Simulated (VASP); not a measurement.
# Mg in VASP: further runs

Mg is run at these levels: r2SCAN0, B3LYP; tasks: single point.

Everything below comes from runs of VASP 6.6.1. Logs are shortened: lines on timing, memory, paths and dates and some standing lists are left out, and cuts for length are marked.

## Step 1: The cell of the first run

The structure is hexagonal, space group P6_3/mmc (No. 194). Conventional cell: a = 3.144 Å, b = 3.144 Å, c = 5.104 Å, α = 90.00°, β = 90.00°, γ = 120.00°. Within 4.1 Å of Mg (site symmetry -6m2) lie 12 Mg at 3.13 to 3.14 Å.

## Step 2: Single point, r2SCAN0

POSCAR reads:

```
Mg
1.0
    3.1437856987      0.0000000000      0.0000000000
   -1.5718928494      2.7225982792      0.0000000000
    0.0000000000      0.0000000000      5.1039375022
Mg
2
Direct
    0.6666666667      0.3333333333      0.7500000000
    0.3333333333      0.6666666667      0.2500000000
```

INCAR.step1 reads:

```
SYSTEM = Mg
PREC = Accurate
ENCUT = 680
EDIFF = 1E-5
ISMEAR = -1
SIGMA = 0.05
LREAL = .False.
LASPH = .True.
NELM = 120
ALGO = Normal
ISIF = 2
LWAVE = .True.
GGA = PE
NBANDS = 17
GGA_COMPAT = .False.
```

INCAR.step2 reads:

```
SYSTEM = Mg
PREC = Accurate
ENCUT = 680
EDIFF = 1E-6
ISMEAR = -1
SIGMA = 0.05
LREAL = .False.
LASPH = .True.
NELM = 120
ALGO = Normal
ISIF = 2
LWAVE = .False.
LCHARG = .True.
METAGGA = R2SCAN
LHFCALC = .True.
AEXX = 0.25
LMIXTAU = .True.
PRECFOCK = Normal
LELF = .True.
LVHAR = .True.
ISTART = 1
NBANDS = 17
GGA_COMPAT = .False.
```

KPOINTS reads:

```
Automatic mesh
0
Gamma
  5 5 3
  0 0 0
```

Potentials or basis: VASP PAW PBE potentials, release 64 (Mg_sv).

Launch:

```
$ cat potpaw_PBE.64/Mg_sv/POTCAR > POTCAR
$ cp INCAR.step1 INCAR
$ mpirun -np 1 vasp_std > vasp.out
$ cp INCAR.step2 INCAR
$ mpirun -np 1 vasp_std > vasp.out
```

OUTCAR:

```text
SYSTEM = Mg
   PREC = Accurate
   ENCUT = 680
   EDIFF = 1E-6
   ISMEAR = -1
   LREAL = .False.
   LASPH = .True.
   NELM = 120
   ISIF = 2
   METAGGA = R2SCAN
   LHFCALC = .True.
   AEXX = 0.25
   PRECFOCK = Normal
   ISTART = 1

 ion  position               nearest neighbor table
   1  0.667  0.333  0.750-
   2  0.333  0.667  0.250-

  LATTYP: Found a hexagonal cell.
 ALAT       =     3.1437856987
 C/A-ratio  =     1.6235004518

  Lattice vectors:

 A1 = (   3.1437856987,   0.0000000000,   0.0000000000)
 A2 = (  -1.5718928494,   2.7225982792,   0.0000000000)
 A3 = (   0.0000000000,   0.0000000000,   5.1039375022)

Analysis of symmetry for initial positions (statically):
=====================================================================
 Subroutine PRICEL returns:
 Original cell was already a primitive cell.

 Routine SETGRP: Setting up the symmetry group for a
 hexagonal supercell.

 Subroutine GETGRP returns: Found 24 space group operations
 (whereof 12 operations were pure point group operations)
 out of a pool of 24 trial point group operations.

The static configuration has the point symmetry D_3d.
 The point group associated with its full space group is D_6h.

Analysis of symmetry for dynamics (positions and initial velocities):
=====================================================================
 Subroutine PRICEL returns:
 Original cell was already a primitive cell.

 Routine SETGRP: Setting up the symmetry group for a
 hexagonal supercell.

 Subroutine GETGRP returns: Found 24 space group operations
 (whereof 12 operations were pure point group operations)
 out of a pool of 24 trial point group operations.

The dynamic configuration has the point symmetry D_3d.
 The point group associated with its full space group is D_6h.

 Subroutine INISYM returns: Found 24 space group operations
 (whereof 12 operations are pure point group operations),
 and found     1 'primitive' translations

----------------------------------------------------------------------------------------

                                     Primitive cell

  volume of cell :      43.6860

  direct lattice vectors                    reciprocal lattice vectors
[... 74 lines left out ...]
   EDIFFG = 0.1E-04   stopping-criterion for IOM
   NSW    =      0    number of steps for IOM
   IBRION =     -1    ionic relax: 0-MD 1-quasi-New 2-CG
   NFREE  =      0    steps in history (QN), initial steepest desc. (CG)
   ISIF   =      2    stress and relaxation
   ISYM   =      3    0-nonsym 1-usesym 2-fastsym
   POTIM  = 0.5000    time-step for ionic-motion
   TEBEG  =    0.0;   TEEND  =   0.0 temperature during run
   PSTRESS=    0.0 pullay stress
   NELECT =      20.0000    total number of electrons
   NUPDOWN=      -1.0000    fix difference up-down
   EMIN   =  10.00;   EMAX   =-10.00  energy-range for DOS
   EFERMI =   0.00;   METHOD = LEGACY
   ISMEAR =    -1;   SIGMA  =   0.05  broadening in eV -4-tet -1-fermi 0-gaus
   EFERMI_NEDOS =   21; number of points for ismear=-14 and -15
   IALGO  =     38    algorithm
   IMIX   =      1    mixing-type and parameters
     AMIX     =   0.40;   BMIX     =  1.00
     AMIX_MAG =   1.60;   BMIX_MAG =  1.00
  volume/ion in A,a.u.               =      21.84       147.40
  Fermi-wavevector in a.u.,A,eV,Ry     =   1.261743  2.384348 21.660410  1.591995
  Thomas-Fermi vector in A             =   2.395187
   LORBIT       =      0    0 simple, 1 ext, 2 COOP (PROOUT), +10 PAW based schemes
   METAGGA = R2SCAN    functional components
   LHFCALC =     T    Hartree Fock is set to
   PRECFOCK=normal    Normal, Fast or Accurate (Low or Medium for compatibility)
   ENCUT4O =  -1.0   cutoff for four orbital integrals eV
   NKREDX  =     1    reduce k-point grid by
   NKREDY  =     1    reduce k-point grid by
   NKREDZ  =     1    reduce k-point grid by
   AEXX    =    0.2500 exact exchange contribution
   HFSCREEN=    0.0000 screening length (either q_TF or 0.3 A-1)
   HFSCREENC=   0.0000 screening length for correlation (either q_TF or 0.3 A-1)
   ENCUTFOCK=  -1.0 apply spherical cutoff to Coloumb kernel
   IVDW    =     0    specifies the selected vdW correction
   LEPSILON=     F    determine dielectric tensor
   LRPA    =     F    only Hartree local field effects (RPA)
 non-spin polarized calculation
  energy-cutoff  :      680.00
  volume of cell :       43.69
 maximum number of plane-waves:      1774
 NGX is ok and might be reduce to    28
  NGX = 24; NGY = 24; NGZ = 36

 number of electron      19.9999984 magnetization

 Free energy of the ion-electron system (eV)
  ---------------------------------------------------
  ext. energy  EPLUGINS =         0.00000000
  ---------------------------------------------------
  free energy    TOTEN  =        -7.29472748 eV

  energy without entropy =       -7.29110236  energy(sigma->0) =       -7.29291492

 E-fermi :   2.2842     XC(G=0):  -7.3928

 val. band max:        2.2036054601   @ k =   0.4000  -0.0000   0.0000
 cond. band min:       3.4737224412   @ k =   0.2000   0.2000   0.0000
 fundamental gap:      1.2701169811
 Fermi energy:         2.2842038818

 k-point     1 :       0.0000    0.0000    0.0000
  band No.  band energies     occupation
      1     -81.2390      2.00000
      2     -81.2349      2.00000
      3     -45.0453      2.00000
      4     -45.0058      2.00000
      5     -45.0008      2.00000
      6     -45.0008      2.00000
[... 177 lines left out ...]
      4     -45.0300      2.00000
      5     -45.0185      2.00000
      6     -45.0135      2.00000
[... 9 lines left out ...]
     16      12.7259      0.00000
     17      16.2053      0.00000

------------------------ aborting loop because EDIFF is reached ----------------------------------------

  FORCE on cell =-STRESS in cart. coord.  units (eV):
  Direction    XX          YY          ZZ          XY          YZ          ZX
  --------------------------------------------------------------------------------------
  -------------------------------------------------------------------------------------
  Total        0.2138062      0.2138062      0.5124207     -0.0000000      0.0000000      0.0000000
  in kB        7.8413181      7.8413181     18.7929686     -0.0000000      0.0000000      0.0000000
  external PRESSURE =      11.4918683 kB  Pullay stress =       0.0000000 kB

 VOLUME and BASIS-vectors are now :
 -----------------------------------------------------------------------------
  energy-cutoff  :      680.00
  volume of cell :       43.69
      direct lattice vectors                 reciprocal lattice vectors
     3.143785699  0.000000000  0.000000000     0.318087839  0.183648100  0.000000000
    -1.571892849  2.722598279  0.000000000     0.000000000  0.367296199  0.000000000
     0.000000000  0.000000000  5.103937502     0.000000000  0.000000000  0.195927164

 POSITION                                       TOTAL-FORCE (eV/Angst)
 -----------------------------------------------------------------------------------
      1.57189      0.90753      3.82795        -0.000000      0.000000     -0.000000
     -0.00000      1.81507      1.27598         0.000000     -0.000000      0.000000
 -----------------------------------------------------------------------------------
    total drift:                                0.000000      0.000000      0.000000

  FREE ENERGIE OF THE ION-ELECTRON SYSTEM (eV)
  ---------------------------------------------------
  free  energy   TOTEN  =        -7.2947274783 eV

  energy  without entropy=       -7.2911023587  energy(sigma->0) =       -7.29291492
```

Run time: 14 min. Hardware: 1 thread of Intel Xeon Platinum 8488C (Sapphire Rapids), shared host; peak memory 0.2 GiB.

What came out:

* Free energy: -7.2947 eV
* Pressure: 1.1 GPa
* Band gap on the k mesh: zero (bands 10 and 11 overlap by 2.55 eV)

Stress tensor (GPa, compression positive):
```
0.78 0.00 0.00
0.00 0.78 0.00
0.00 0.00 1.88
```

Levels at points of the mesh, in eV from the Fermi level:
```tsv
k point	band 8	band 9	band 10	band 11	band 12	band 13
(0.00, 0.00, 0.00)	-47.28	-8.56	-2.22	-1.36	13.22	13.22
```

Caveat: the k points lie up to 0.46 Å⁻¹ apart, too coarse for converged energies and pressures of a metal; the PAW data sets were made with another functional, which shifts forces and pressure a little.

## Step 3: Single point, B3LYP (last atom moved by 0.05 Å along z, cell strained by -1.0% along z)

POSCAR reads:

```
Mg
1.0
    3.2093000000      0.0000000000      0.0000000000
   -1.6046500000      2.7793353284      0.0000000000
    0.0000000000      0.0000000000      5.1581970000
Mg
2
Direct
    0.6666666700      0.3333333300      0.7500000000
    0.3333333300      0.6666666700      0.2595963800
```

INCAR.step1 reads:

```
  ALGO = Normal
  EDIFF = 1E-5
  ENCUT = 550
  GGA = PE
  GGA_COMPAT = F
  ISIF = 2
  ISMEAR = 1
  LASPH = T
  LCHARG = F
  LREAL = F
  LWAVE = T
  NELM = 120
  PREC = Accurate
  SIGMA = 0.05
```

INCAR.step2 reads:

```
  AEXX = 0.2
  AGGAC = 0.81
  AGGAX = 0.72
  ALDAC = 0.19
  ALGO = Normal
  EDIFF = 1E-6
  ENCUT = 550
  GGA = B3
  GGA_COMPAT = F
  HFRCUT = 0
  ISIF = 2
  ISMEAR = 1
  ISTART = 1
  LASPH = T
  LCHARG = F
  LHFCALC = T
  LREAL = F
  LWAVE = F
  NELM = 120
  PREC = Accurate
  PRECFOCK = Normal
  SIGMA = 0.05
```

KPOINTS reads:

```
Automatic mesh
0
Gamma
  8 8 6
  0 0 0
```

Potentials or basis: VASP PAW PBE potentials, release 64 (Mg).

Launch:

```
$ cat potpaw_PBE.64/Mg/POTCAR > POTCAR
$ cp INCAR.step1 INCAR
$ mpirun -np 1 vasp_std > vasp.out
$ cp INCAR.step2 INCAR
$ mpirun -np 1 vasp_std > vasp.out
```

OUTCAR:

```text
AEXX = 0.2
   EDIFF = 1E-6
   ENCUT = 550
   GGA = B3
   ISIF = 2
   ISMEAR = 1
   ISTART = 1
   LASPH = T
   LHFCALC = T
   LREAL = F
   NELM = 120
   PREC = Accurate
   PRECFOCK = Normal

 ion  position               nearest neighbor table
   1  0.667  0.333  0.750-   2 3.14   2 3.14   2 3.14   2 3.22   2 3.22   2 3.22
   2  0.333  0.667  0.260-   1 3.14   1 3.14   1 3.14   1 3.22   1 3.22   1 3.22

  LATTYP: Found a hexagonal cell.
 ALAT       =     3.2093000000
 C/A-ratio  =     1.6072654473

  Lattice vectors:

 A1 = (   3.2093000000,   0.0000000000,   0.0000000000)
 A2 = (  -1.6046500000,   2.7793353284,   0.0000000000)
 A3 = (   0.0000000000,   0.0000000000,   5.1581970000)

Analysis of symmetry for initial positions (statically):
=====================================================================
 Subroutine PRICEL returns:
 Original cell was already a primitive cell.

 Routine SETGRP: Setting up the symmetry group for a
 hexagonal supercell.

 Subroutine GETGRP returns: Found 12 space group operations
 (whereof  6 operations were pure point group operations)
 out of a pool of 24 trial point group operations.

The static configuration has the point symmetry C_3v.
 The point group associated with its full space group is D_3d.

Analysis of symmetry for dynamics (positions and initial velocities):
=====================================================================
 Subroutine PRICEL returns:
 Original cell was already a primitive cell.

 Routine SETGRP: Setting up the symmetry group for a
 hexagonal supercell.

 Subroutine GETGRP returns: Found 12 space group operations
 (whereof  6 operations were pure point group operations)
 out of a pool of 24 trial point group operations.

The dynamic configuration has the point symmetry C_3v.
 The point group associated with its full space group is D_3d.

 Subroutine INISYM returns: Found 12 space group operations
 (whereof  6 operations are pure point group operations),
[... 129 lines left out ...]
   NKREDZ  =     1    reduce k-point grid by
   AEXX    =    0.2000 exact exchange contribution
   HFSCREEN=    0.0000 screening length (either q_TF or 0.3 A-1)
   HFSCREENC=   0.0000 screening length for correlation (either q_TF or 0.3 A-1)
   ENCUTFOCK=  -1.0 apply spherical cutoff to Coloumb kernel
   IVDW    =     0    specifies the selected vdW correction
   LEPSILON=     F    determine dielectric tensor
   LRPA    =     F    only Hartree local field effects (RPA)

   CSHIFT  =0.1000    complex shift for real part using Kramers Kronig

   OMEGAMAX=  -1.0    maximum frequency
 non-spin polarized calculation
 Methfessel and Paxton  Order N= 1 SIGMA  =   0.05
  energy-cutoff  :      550.00
  volume of cell :       46.01
 maximum number of plane-waves:      1362
 NGX is ok and might be reduce to    28
  NGX = 20; NGY = 20; NGZ = 30

 number of electron       4.0000000 magnetization

 Free energy of the ion-electron system (eV)
  ---------------------------------------------------
  ext. energy  EPLUGINS =         0.00000000
  ---------------------------------------------------
  free energy    TOTEN  =        -1.75026803 eV

  energy without entropy =       -1.75017568  energy(sigma->0) =       -1.75023725

  exchange ACFDT corr.  =         0.00000000  see jH, gK, PRB 81, 115126

 E-fermi :   2.8943     XC(G=0):  -6.8076

 val. band max:        2.8647062394   @ k =  -0.1250   0.5000   0.3333
 cond. band min:       3.1705793616   @ k =   0.3750   0.1250   0.3333
 fundamental gap:      0.3058731223
 Fermi energy:         2.8943362811

 k-point     1 :       0.0000    0.0000    0.0000
  band No.  band energies     occupation
      1      -5.2889      2.00000
      2       0.8642      2.00000
      3       1.3282      2.00000
      4      14.6203      0.00000
      5      14.6203      0.00000
      6      14.6326      0.00000
[... 199 lines left out ...]
 k-point    24 :       0.2500    0.2500    0.1667
  band No.  band energies     occupation
      1      -1.0433      2.00000
      2       3.2937     -0.00000
      3       4.6935      0.00000
      4       4.8663      0.00000
      5       7.5167      0.00000
      6       8.6266      0.00000

 [... further k-points ...]

------------------------ aborting loop because EDIFF is reached ----------------------------------------

  FORCE on cell =-STRESS in cart. coord.  units (eV):
  Direction    XX          YY          ZZ          XY          YZ          ZX
  --------------------------------------------------------------------------------------
  -------------------------------------------------------------------------------------
  Total       -0.0301661     -0.0301661      0.1403257      0.0000000      0.0000000      0.0000000
  in kB       -1.0504620     -1.0504620      4.8865063      0.0000000      0.0000000      0.0000000
  external PRESSURE =       0.9285274 kB  Pullay stress =       0.0000000 kB

 VOLUME and BASIS-vectors are now :
 -----------------------------------------------------------------------------
  energy-cutoff  :      550.00
  volume of cell :       46.01
      direct lattice vectors                 reciprocal lattice vectors
     3.209300000  0.000000000  0.000000000     0.311594429  0.179899127  0.000000000
    -1.604650000  2.779335328  0.000000000     0.000000000  0.359798255  0.000000000
     0.000000000  0.000000000  5.158197000     0.000000000  0.000000000  0.193866190

 POSITION                                       TOTAL-FORCE (eV/Angst)
 -----------------------------------------------------------------------------------
      1.60465      0.92645      3.86865         0.000000      0.000000      0.109855
     -0.00000      1.85289      1.33905        -0.000000     -0.000000     -0.109855
 -----------------------------------------------------------------------------------
    total drift:                                0.000000     -0.000000      0.000000

  FREE ENERGIE OF THE ION-ELECTRON SYSTEM (eV)
  ---------------------------------------------------
  free  energy   TOTEN  =        -1.7502680274 eV

  energy  without entropy=       -1.7501756842  energy(sigma->0) =       -1.75023725
```

OUTCAR.step1:

```text
EDIFF = 1E-5
   ENCUT = 550
   GGA = PE
   ISIF = 2
   ISMEAR = 1
[... 447 lines left out ...]
 -----------------------------------------------------------------------------------
      1.60465      0.92645      3.86865        -0.000000      0.000000      0.127174
     -0.00000      1.85289      1.33905         0.000000      0.000000     -0.127174
 -----------------------------------------------------------------------------------
    total drift:                               -0.000000      0.000000      0.000000

  FREE ENERGIE OF THE ION-ELECTRON SYSTEM (eV)
  ---------------------------------------------------
  free  energy   TOTEN  =        -3.0372423483 eV

  energy  without entropy=       -3.0364708206  energy(sigma->0) =       -3.03698517
```

Run time: 24 min. Hardware: 1 thread of Intel Xeon Platinum 8259CL at 2.50GHz (Skylake/Cascade Lake), shared host; peak memory 0.22 GiB.

Results:

- Free energy: -1.7503 eV
- Pressure: 0.1 GPa
- Largest force: 0.110 eV/Å
- Band gap on the k mesh: zero (bands 2 and 3 overlap by 2.79 eV)

Forces in eV/Å, atoms in the order of the input:
```
Mg   0.000  0.000  0.110
Mg   0.000  0.000 -0.110
```

Caveat: the cell differs from its parent crystal (last atom moved by 0.05 Å along z, cell strained by -1.0% along z); the PAW data sets were made with another functional, which shifts forces and pressure a little.

The gap in the log of VASP goes by the Fermi energy; the results here count the filled bands.